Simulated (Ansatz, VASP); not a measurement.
**One calculation of La2BeSe4, two programs**

```
CELL_PARAMETERS angstrom
4.67480 2.69900 4.16769
-4.67480 2.69900 4.16769
0.00000 -5.39799 4.16769
ATOMIC_POSITIONS crystal
La 0.74293 0.74293 0.74293
La 0.19739 0.19739 0.19739
Be 0.46903 0.46903 0.46903
Se 0.97138 0.47248 0.97138
Se 0.97138 0.97138 0.47248
Se 0.47248 0.97138 0.97138
Se 0.97030 0.97030 0.97030
```

Alike in both runs: functional PBE; k mesh 3 × 3 × 3; occupations gaussian, width 0.1 eV; no spin polarisation.

Ansatz relaxed the structure, and its values are those at the end. VASP's run is a single point on that final structure, the one shown.

```csv
,VASP,Ansatz
version,VASP 6.6.1,Ansatz 0.2.0
potentials or method,"VASP PAW PBE potentials, release 64 (La, Be, Se), cutoff 520 eV","scalar-relativistic, plane waves, PAW"
valence electrons in the cell,48,88
```

```tsv
	VASP	Ansatz	Ansatz less VASP
gap on the k mesh at the Fermi level (eV)	none	none	-
pressure (GPa)	0.0	0.1	+0.02
rms of the force components (eV/Å)	0.006	0.005	-0.0014
```

A gap of «none» marks a metal or a gap that the smearing closes. With one functional, cell and mesh, what is left measures potentials, basis and numerics. VASP's potentials hold 48 valence electrons a cell and Ansatz's 88, so a difference there can come from the potentials and not from the codes.

Neither program's run includes spin-orbit coupling.
